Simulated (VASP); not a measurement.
Runs of VASP 6.6.1 on HfO2. The structure is that of space group Fm-3m (No. 225), or close to it. The cells are those of the table. 

| cell | gap on the mesh (eV) | pressure (GPa) | largest force (eV/Å) |
| --- | --- | --- | --- |
| a = 3.611, b = 3.611, c = 3.483 Å, angles 61.2, 61.2, 57.7°, 3 atoms | (b) | -2.2 | 0.55 |
| a = 3.547, b = 3.547, c = 3.608 Å, angles 59.4, 59.4, 61.2°, 3 atoms | (a) | -3.3 | (c) |
| a = 3.567 Å, angles 60.0°, 3 atoms | 3.71 | -3.5 | 0.27 |
| a = 3.588, b = 3.588, c = 3.525 Å, angles 60.6, 60.6, 58.8°, 3 atoms | 3.43 | -3.3 | 0.27 |

Alike in all rows: task single point; level PBEsol; potentials or basis VASP PAW PBE potentials, release 64 (Hf_pv, O); no spin polarisation; k mesh 8 × 8 × 8; cutoff (eV) 520; smearing gaussian 0.05 eV.

Task: Fill in the values left out.

Result: (a) 3.38; (b) 2.94; (c) 0.26.

Caveats: the PAW data sets were made with another functional, which shifts forces and pressure a little; spin-orbit coupling is left out, which moves the levels of the heavy elements.

A k mesh can miss the band edges, and the runs leave out spin-orbit coupling on Hf.
